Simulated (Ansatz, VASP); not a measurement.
## One calculation of KI, two programs

```
K I
1.0
     0.00000    3.52455    3.80651
     3.52455    0.00000    3.80651
     3.52455    3.52455    0.00000
K I
1 1
Direct
  0.00000 0.00000 0.00000
  0.50000 0.50000 0.50000
```

Change from the starting cell: strain +0.000 along x and y, +0.080 along z, atoms carried along.

Alike in both runs: task single point; functional PBEsol; k mesh 6 × 6 × 6; occupations gaussian, width 0.05 eV; no spin polarisation.

|  | VASP | Ansatz |
| --- | --- | --- |
| version | VASP 6.6.1 | Ansatz 0.2.0 |
| potentials or method | VASP PAW PBE potentials, release 64 (K_sv, I), cutoff 520 eV | scalar-relativistic, plane waves, PAW |
| valence electrons in the cell | 16 | 26 |

Ansatz gave:

- gap on the k mesh at the Fermi level (eV): 3.68
- least direct gap on the mesh (eV): 3.68
- pressure (GPa): -0.8
- traceless stress, the component that is largest in VASP (GPa): -0.64

Question: Estimate VASP's values.

Answer: gap on the k mesh at the Fermi level (eV): 3.68; least direct gap on the mesh (eV): 3.68; pressure (GPa): -0.7; traceless stress, the component that is largest in VASP (GPa): -0.65.

VASP's potentials were made for PBE, not for PBEsol. The functional is the same, so the differences come from potentials, cutoffs and numerics. VASP's potentials hold 16 valence electrons a cell and Ansatz's 26, so a difference there can come from the potentials and not from the codes.

Spin-orbit coupling is off throughout.
